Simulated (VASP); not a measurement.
Runs of VASP 6.6.1 on SiNi. The structure is that of space group Pmmn (No. 59), or close to it. The cells are those of the table. 

| task | cell | k mesh | cutoff (eV) | gap on the mesh (eV) | pressure (GPa) | largest force (eV/Å) |
| --- | --- | --- | --- | --- | --- | --- |
| single point | a = 3.130, b = 3.380, c = 4.570 Å, 4 atoms | 18 × 16 × 12 | 520 | none | (a) | - |
| relaxation of cell and atoms | relaxed to 25 GPa from a = 2.763, b = 3.210, c = 4.543 Å, 4 atoms | 14 × 12 × 10 | 600 | none | 24.9 | 0.01 |
| single point | a = 3.130, b = 3.380, c = 4.546 Å, 4 atoms | 18 × 16 × 12 | 520 | none | -6.9 | 0.07 |
| relaxation of cell and atoms | relaxed to 12 GPa from a = 2.889, b = 3.205, c = 4.595 Å, 4 atoms | 14 × 12 × 10 | 600 | none | 12.0 | 0.01 |

Alike in all rows: level PBEsol; potentials or basis VASP PAW PBE potentials, release 64 (Si, Ni); no spin polarisation; smearing gaussian 0.1 eV.

Q: Estimate the missing entries.

A: (a) -8.1.

Caveats: the PAW data sets were made with another functional, which shifts forces and pressure a little; the cell stands under tension (at least some runs); the cell is relaxed towards a set pressure, so the run minimises the enthalpy, not the energy (at least some runs).

A gap of «none» marks levels without a gap at the run's occupations.
